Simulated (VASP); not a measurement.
NaH:

```
Na H
1.0
     3.03035    0.00000    0.00000
    -1.51517    2.62436    0.00000
     0.00000    0.00000    4.94855
Na H
2 2
Cartesian
  0.0000 1.7496 0.0000
  1.5152 0.8748 2.4743
  0.0000 1.7496 1.8557
  1.5152 0.8748 4.3300
```

```yaml
Program: VASP 6.6.1
Task: relaxation of cell and atoms
Functional: PBE
Potentials_or_basis: VASP PAW PBE potentials, release 64 (Na_pv, H)
Cutoff: 600 eV
k_mesh: 12 × 12 × 6
Occupations: fermi-dirac, width 0.02 eV
Spin: no spin polarisation
```

At the start: pressure 30.9 GPa; volume 9.84 Å³/atom.

Task: How do energy, volume and symmetry change on relaxing?

Result: Over 19 steps the energy falls by 468.0 meV/atom and the volume is 17.18 Å³/atom (+74.6 %); space group P6_3mc (No. 186, to 0.05 Å).

Step by step:
```
step  energy change (eV)  largest force (eV/Å)  pressure (GPa)  volume (Å³)
   1              0.0000                0.0325           30.90        39.35
   2             -1.3952                0.0494           10.32        51.18
   3             -1.7984                0.0457            2.86        61.73
   4             -1.6778                0.0264           -2.82        86.99
   5             -1.8578                0.0379           -0.54        71.64
   6             -1.8614                0.0398           -0.08        69.81
   7             -1.8614                0.0405            0.10        69.08
   8             -1.8622                0.0404            0.13        69.08
   9             -1.8644                0.0407            0.13        69.07
  10             -1.8675                0.0433            0.12        69.04
  11             -1.8689                0.0571            0.06        68.91
  12             -1.8705                0.0381            0.02        69.01
  13             -1.8718                0.0074           -0.15        69.31
  14             -1.8719                0.0001           -0.12        69.25
  15             -1.8719                0.0011           -0.11        69.24
  16             -1.8721                0.0002           -0.04        68.98
  17             -1.8721                0.0014            0.04        68.69
  18             -1.8721                0.0008            0.02        68.75
  19             -1.8722                0.0020            0.01        68.71
```

Final structure:
```
Na H
1.0
     3.76402    0.00000    0.00000
    -1.88201    3.25974    0.00000
     0.00000    0.00000    5.59980
Na H
2 2
Direct
  0.33333 0.66667 0.98366
  0.66667 0.33333 0.48366
  0.33333 0.66667 0.39134
  0.66667 0.33333 0.89134
```

Caveat: the volume moved by over 15 % at a fixed basis, so the end points are rough.
